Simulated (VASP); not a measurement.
A run of VASP 6.6.1 is set up as follows.

File INCAR:

```
SYSTEM = GaP
AGGAC = 1.0
AGGAX = 1.0
ALDAC = 0.0
ALDAX = 1.0
ALGO = Normal
EDIFF = 1E-7
ENCUT = 520
GGA = B5
ISIF = 2
ISMEAR = -1
IVDW = 12
LASPH = .TRUE.
LCHARG = .FALSE.
LREAL = .FALSE.
LWAVE = .FALSE.
NBANDS = 16
NELM = 100
PREC = Accurate
SIGMA = 0.05
VDW_A1 = 0.4298
VDW_A2 = 4.2359
VDW_S6 = 1.0
VDW_S8 = 2.6996
```

Contents of KPOINTS:

```
k-points
0
G
  8 8 8
  0 0 0
```

POSCAR

```
GaP
1.0
    0.0000000000      2.6696170428      2.6696170428
    2.6696170428      0.0000000000      2.6696170428
    2.6696170428      2.6696170428      0.0000000000
Ga P
1 1
Direct
    0.0000000000      0.0000000000      0.0000000000
    0.7500000000      0.7500000000      0.7500000000
```

Potentials or basis: VASP PAW PBE potentials, release 64 (Ga_d, P).

Run with:

```sh
$ cat potpaw_PBE.64/Ga_d/POTCAR potpaw_PBE.64/P/POTCAR > POTCAR
$ mpirun -np 1 vasp_std > vasp.out
```

Predict the band gap on the k mesh.

1.68 eV, indirect (least direct gap 2.26 eV).

Estimate the pressure.

6.0 GPa.

What does it give for the dispersion energy per atom?

-0.760 eV.

Caveat: the PAW data sets were made with another functional, which shifts forces and pressure a little. A hybrid or GW would open this gap; BLYP tends to underestimate it.
